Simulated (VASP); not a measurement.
# Ag: single point with r2SCAN

The system is Ag.

```
CELL_PARAMETERS angstrom
2.76997 0.00000 0.00000
-1.38499 2.39887 0.00000
0.00000 0.00000 9.15902
ATOMIC_POSITIONS crystal
Ag 0.33333 0.66667 0.25000
Ag 0.66667 0.33333 0.75000
Ag 0.00000 0.00000 0.00000
Ag 0.00000 0.00000 0.50000
```

This isn't the form of Ag at room conditions, which is fcc.

* Program: VASP 6.6.1
* Task: single point
* Functional: r2SCAN
* Potentials or basis: VASP PAW PBE potentials, release 64 (Ag)
* Cutoff: 520 eV
* k mesh: 14 × 14 × 4
* Occupations: fermi-dirac, width 0.1 eV
* Spin: no spin polarisation

```
Pressure               : 19.6 GPa
Band gap on the k mesh : zero (bands 22 and 23 overlap by 6.75 eV)
```

Stress tensor (GPa, compression positive):
```
20.43  0.00  0.00
 0.00 20.43  0.00
 0.00  0.00 17.97
```

Levels at points of the mesh, in eV from the Fermi level:
```csv
k point,band 20,band 21,band 22,band 23,band 24,band 25
"(0.00, 0.00, 0.00)",-3.86,-3.86,-3.37,-3.37,-0.75,4.27
"(0.50, 0.00, 0.00)",-3.09,-0.32,0.69,1.29,1.88,5.25
"(0.00, 0.00, 0.50)",-3.57,-3.57,-3.57,-2.93,-2.93,7.28
"(0.50, 0.00, 0.50)",-3.11,0.26,0.26,1.66,1.66,5.60
```

Run time: 2.9 min on 1 thread of Intel(R) Xeon(R) 6975P-C (Granite Rapids), on a shared host, peak memory 0.26 GiB.

Caveat: the cell stands under pressure; the PAW data sets were made with another functional, which shifts forces and pressure a little.
